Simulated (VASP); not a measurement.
# Ga8N7 (a cell with a defect) in VASP: a series of runs, part 2 of 2

VASP 6.6.1. The steps go on from the part before.

### 3 Relaxation of the atoms, PBE, collinear spin (atoms taken out)

Contents of INCAR:

```
SYSTEM = Ga8N7
PREC = Accurate ; ENCUT = 520
EDIFF = 1E-6 ; ISMEAR = 0
SIGMA = 0.01 ; LREAL = Auto
LASPH = .True. ; NELM = 150
ALGO = Normal ; ISIF = 2
LWAVE = .False. ; LCHARG = .False.
ISPIN = 2 ; MAGMOM = 0.75 0 0 0 0.75 0.75 0 0.75 0 0 0 0 0 0 0
LORBIT = 11 ; GGA = PE
IBRION = 2 ; NSW = 65
EDIFFG = -0.025
```

Contents of KPOINTS:

```
Automatic mesh
0
Gamma
  1 1 1
  0 0 0
```

Contents of POSCAR:

```
Ga8N7
1.0
    0.0000000000      0.0000000000      5.2431684095
    3.2183708159      5.5743817708      0.0000000000
   -6.4367416318     -0.0000000001      0.0000000000
Ga N
8 7
Direct
    0.5186865348      0.1666666667      0.3333333333
    0.4900468379      0.1649134100      0.8324567050
    0.4900468379      0.6675432950      0.3350865900
    0.4900468379      0.6675432950      0.8324567050
    1.0082200635      0.3366474413      0.6732948826
    1.0082200635      0.3366474413      0.1633525587
    0.9910269949      0.8333333333      0.6666666667
    1.0082200635      0.8267051174      0.1633525587
    0.8679006732      0.1693500298      0.8346750149
    0.8679006732      0.6653249851      0.3306499702
    0.8679006732      0.6653249851      0.8346750149
    0.3846441345      0.3270303802      0.6540607604
    0.3846441345      0.3270303802      0.1729696198
    0.3619862063      0.8333333333      0.6666666667
    0.3846441345      0.8459392396      0.1729696198
```

Potentials or basis: VASP PAW PBE potentials, release 64 (Ga_d, N).

The run is started by

```console
cat potpaw_PBE.64/Ga_d/POTCAR potpaw_PBE.64/N/POTCAR > POTCAR
mpirun -np 1 vasp_gam > vasp.out
```

Wall time 4 min (1 thread of Intel Xeon 8259CL, shared host); peak memory 0.34 GiB.

Results (log left out):

| Item | Value |
| --- | --- |
| Free energy | -84.2741 eV |
| Pressure after relaxing | 1.4 GPa |
| Largest force after relaxing | 0.008 eV/Å |
| Net moment | 1.00 μB per cell |
| Site moments | Ga +0.09, +0.03, +0.04 (each value once); N +0.01, +0.05, +0.06 (each value once) μB |
| Valence electrons inside the program's atomic spheres | Ga 11.79, 11.77, 11.69 (each value once); N 3.71, 3.74, 3.76 (each value once) |

Forces on the atoms (eV/Å):
```
Ga   0.000  0.000 -0.005
Ga   0.000 -0.002 -0.006
Ga  -0.002  0.001 -0.006
Ga   0.002  0.001 -0.006
Ga   0.007 -0.004  0.002
Ga  -0.007 -0.004  0.002
Ga   0.000  0.000  0.004
Ga   0.000  0.008  0.002
N    0.000 -0.002 -0.003
N   -0.002  0.001 -0.003
N    0.002  0.001 -0.003
N   -0.003  0.002  0.007
N    0.003  0.002  0.007
N    0.000  0.000 -0.001
N    0.000 -0.003  0.007
```

Stress tensor (GPa, compression positive):
```
 5.11  0.00  0.00
 0.00  5.11  0.00
 0.00  0.00 -5.96
```

Final structure:
```cif
data_structure
_symmetry_space_group_name_H-M 'P 1'
_symmetry_Int_Tables_number 1
_cell_length_a 5.2432
_cell_length_b 6.4367
_cell_length_c 6.4367
_cell_angle_alpha 120.000
_cell_angle_beta 90.000
_cell_angle_gamma 90.000
_cell_volume 188.13
loop_
_atom_site_label
_atom_site_type_symbol
_atom_site_fract_x
_atom_site_fract_y
_atom_site_fract_z
_atom_site_occupancy
Ga1 Ga 0.51869 0.16667 0.33333 1
Ga2 Ga 0.49005 0.16491 0.83246 1
Ga3 Ga 0.49005 0.66754 0.33509 1
Ga4 Ga 0.49005 0.66754 0.83246 1
Ga5 Ga 0.00822 0.33665 0.67329 1
Ga6 Ga 0.00822 0.33665 0.16335 1
Ga7 Ga 0.99103 0.83333 0.66667 1
Ga8 Ga 0.00822 0.82671 0.16335 1
N1 N 0.86790 0.16935 0.83467 1
N2 N 0.86790 0.66532 0.33065 1
N3 N 0.86790 0.66532 0.83467 1
N4 N 0.38464 0.32703 0.65406 1
N5 N 0.38464 0.32703 0.17297 1
N6 N 0.36199 0.83333 0.66667 1
N7 N 0.38464 0.84594 0.17297 1
```

Levels at points of the mesh, in eV from the Fermi level:
Spin up:
```
           k point  band 67  band 68  band 69  band 70  band 71  band 72  band 73  band 74
(0.00, 0.00, 0.00)    -3.27    -2.53    -2.53    -0.09     0.87     1.53     1.53     1.84
```
Spin down:
```
           k point  band 65  band 66  band 67  band 68  band 69  band 70  band 71  band 72  band 73  band 74
(0.00, 0.00, 0.00)    -3.31    -3.29    -3.18    -2.47    -2.47     0.32     0.96     1.60     1.60     2.05
```

Caveat: the k points lie up to 1.20 Å⁻¹ apart; the cell differs from its parent crystal (atoms taken out); the relaxation stopped at its first step, so nothing moved.

### 4 Relaxation of the atoms, PBE, collinear spin (atoms taken out)

Contents of INCAR:

```
SYSTEM = Ga8N7
PREC = Accurate ; ENCUT = 520
EDIFF = 1E-7 ; ISMEAR = 0
SIGMA = 0.01 ; LREAL = Auto
LASPH = .TRUE. ; NELM = 150
ALGO = Normal ; ISIF = 2
LWAVE = .FALSE. ; LCHARG = .FALSE.
ISPIN = 2 ; MAGMOM = 0.25 0 0 0 0.25 0.25 0 0.25 0 0 0 0 0 0 0
LORBIT = 11 ; GGA = PE
IBRION = 2 ; NSW = 65
EDIFFG = -0.025 ; NELECT = 137.0
```

Contents of KPOINTS:

```
Automatic mesh
0
G
  1 1 1
  0 0 0
```

Contents of POSCAR:

```
Ga8N7
1.0
    0.0000000000      0.0000000000      5.2431684095
    3.2183708159      5.5743817708      0.0000000000
   -6.4367416318     -0.0000000001      0.0000000000
Ga N
8 7
Direct
    0.5047728408      0.1666666667      0.3333333333
    0.4959028204      0.1648099210      0.8324049605
    0.4959028204      0.6675950395      0.3351900790
    0.4959028204      0.6675950395      0.8324049605
    0.9996624084      0.3320178530      0.6640357060
    0.9996624084      0.3320178530      0.1679821470
    1.0016343940      0.8333333333      0.6666666667
    0.9996624084      0.8359642940      0.1679821470
    0.8738397506      0.1688982307      0.8344491153
    0.8738397506      0.6655508847      0.3311017693
    0.8738397506      0.6655508847      0.8344491153
    0.3782229185      0.3278753795      0.6557507590
    0.3782229185      0.3278753795      0.1721246205
    0.3748439348      0.8333333333      0.6666666667
    0.3782229185      0.8442492410      0.1721246205
```

The run is started by

```console
cat potpaw_PBE.64/Ga_d/POTCAR potpaw_PBE.64/N/POTCAR > POTCAR
mpirun -np 1 vasp_gam > vasp.out
```

Run time: 21 min. Hardware: 1 thread of Intel Xeon 8259CL, shared host; peak memory 0.36 GiB.

Results (log left out):

```
Free energy                                           : -96.0810 eV
Energy gained by relaxing                             : 3.5 meV/atom
Ionic steps                                           : 8
Largest force after relaxing                          : 0.015 eV/Å
Net moment                                            : 1.00 μB per cell
Site moments                                          : Ga +0.00, +0.02, +0.01 (each value once); N +0.06, +0.10, +0.23 (each value once) μB
Valence electrons inside the program's atomic spheres : Ga 11.68, 11.66, 11.59, 11.69 (each value once); N 3.67, 3.68 (each value once)
```

Forces on the atoms (eV/Å):
```
Ga   0.000  0.000  0.015
Ga   0.000  0.004 -0.006
Ga   0.003 -0.002 -0.006
Ga  -0.003 -0.002 -0.006
Ga  -0.009  0.005  0.002
Ga   0.009  0.005  0.002
Ga   0.000  0.000  0.002
Ga   0.000 -0.011  0.002
N    0.000  0.009 -0.005
N    0.008 -0.004 -0.005
N   -0.008 -0.004 -0.005
N   -0.003  0.002  0.007
N    0.003  0.002  0.007
N    0.000  0.000 -0.011
N    0.000 -0.004  0.007
```

Step by step:
```csv
step,energy change (eV),largest force (eV/Å),pressure (GPa)
1,0.0000,0.6720,-19.52
2,-0.0491,0.1199,-19.73
3,-0.0491,0.1172,-19.72
4,-0.0518,0.0714,-19.86
5,-0.0521,0.0497,-19.93
6,-0.0525,0.0401,-19.96
7,-0.0526,0.0376,-19.98
8,-0.0529,0.0148,-20.01
```

Final structure:
```xyz
15
Lattice="0.0000 0.0000 5.2432 3.2184 5.5744 0.0000 -6.4367 0.0000 0.0000" Properties=species:S:1:pos:R:3 pbc="T T T"
Ga   -1.6092    0.9291    2.6783
Ga   -4.8276    0.9391    2.6227
Ga    0.0087    3.7112    2.6227
Ga   -3.2271    3.7112    2.6227
Ga   -3.1911    1.8424    5.2352
Ga   -0.0273    1.8424    5.2352
Ga   -1.6092    4.6453    5.2347
Ga    1.6092    4.6769    5.2352
N    -4.8276    0.9433    4.5758
N     0.0123    3.7091    4.5758
N    -3.2307    3.7091    4.5758
N    -3.1576    1.8231    1.9780
N    -0.0607    1.8231    1.9780
N    -1.6092    4.6453    1.9347
N     1.6092    4.7154    1.9780
```

Levels at points of the mesh, in eV from the Fermi level:
Spin up:
| k point | band 65 | band 66 | band 67 | band 68 | band 69 | band 70 | band 71 | band 72 | band 73 | band 74 |
| --- | --- | --- | --- | --- | --- | --- | --- | --- | --- | --- |
| (0.00, 0.00, 0.00) | -0.94 | -0.93 | -0.82 | -0.33 | -0.33 | 2.83 | 3.37 | 4.07 | 4.07 | 4.70 |
Spin down:
```tsv
k point	band 64	band 65	band 66	band 67	band 68	band 69	band 70	band 71
(0.00, 0.00, 0.00)	-0.77	-0.77	-0.74	-0.73	0.00	0.00	2.89	3.40
```

Caveat: the k points lie up to 1.20 Å⁻¹ apart; the cell carries a net charge on a neutralising background, which shifts energy and pressure; the cell differs from its parent crystal (atoms taken out); the cell is charged against a uniform background, so pressure and absolute levels hang on convention.
